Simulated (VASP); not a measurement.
Set up this calculation in VASP 6.6.1, as the native input.

```
Task                   : single point
Functional             : LDA
Potentials or basis    : VASP PAW LDA potentials, release 64 (Si, C)
Cutoff                 : 600 eV
k mesh                 : 6 × 4 × 6
Occupations            : gaussian, width 0.1 eV
Spin                   : no spin polarisation
Dipole correction      : no
Further INCAR settings : ALGO = Normal; EDIFF = 1e-06; NBANDS = 16
```

The structure of SiC lies in POSCAR:

```
SiC
1.0
    3.1503048237      0.0000000000      0.0000000000
    0.0000000000      4.4552037582      0.0000000000
    0.0000000000      0.0000000000      2.9915804675
Si C
2 2
Direct
    0.0000000000      0.0000000000      0.0000000000
    0.5000000000      0.5000000000      0.5000023000
    0.5000000000      0.2500000000      0.0000000000
    1.0000000000      0.7500000000      0.5000023000
```

One way to write it, as run:

INCAR

```
SYSTEM = SiC
ALGO = Normal ; EDIFF = 1E-6
ENCUT = 600 ; GGA_COMPAT = .FALSE.
ISIF = 2 ; ISMEAR = 0
LASPH = .TRUE. ; LCHARG = .FALSE.
LREAL = .FALSE. ; LWAVE = .FALSE.
NBANDS = 16 ; NELM = 120
PREC = Accurate ; SIGMA = 0.1
```

KPOINTS

```
k-points
0
G
  6 4 6
  0 0 0
```

Potentials or basis: VASP PAW LDA potentials, release 64 (Si, C).

Command:

```bash
$ cat potpaw_LDA.64/Si/POTCAR potpaw_LDA.64/C/POTCAR > POTCAR
$ mpirun -np 1 vasp_std > vasp.out
```

Results of the run:

The pressure is -6.6 GPa, the largest force is 0.354 eV/Å and the band gap on the k mesh is 1.01 eV.

Caveat: the cell stands under tension.

Wall time 15 s on 1 thread of Intel(R) Xeon(R) Platinum 8488C (Sapphire Rapids), with other jobs on the host, peak memory 0.16 GiB.
